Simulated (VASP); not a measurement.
Input of a VASP 6.6.1 run:

File INCAR:

```
PREC = Accurate ; ENCUT = 520
EDIFF = 1E-7 ; ISMEAR = -1
SIGMA = 0.05 ; LREAL = F
LASPH = T ; NELM = 100
ALGO = Normal ; ISIF = 2
LWAVE = F ; LCHARG = T
GGA = PE ; LELF = T
LVHAR = T ; NBANDS = 9
```

KPOINTS

```
Automatic mesh
0
Gamma
  12 12 7
```

Contents of POSCAR:

```
Mg
1.0
    3.2092715325      0.0000000000      0.0000000000
   -1.6046357662      2.7793106748      0.0000000000
    0.0000000000      0.0000000000      5.2103300000
Mg
2
Direct
    0.3333333333      0.6666666667      0.2500000000
    0.6666666667      0.3333333333      0.7500000000
```

Potentials or basis: VASP PAW PBE potentials, release 64 (Mg).

Command:

```sh
$ cat potpaw_PBE.64/Mg/POTCAR > POTCAR
$ mpirun -np 1 vasp_std > vasp.out
```

(1) Estimate the band gap on the k mesh.

(2) Estimate the pressure.

Results:

(1) zero (band 2 reaches 3.57 eV, above the bottom of band 3 at 1.33 eV).

(2) -0.6 GPa.
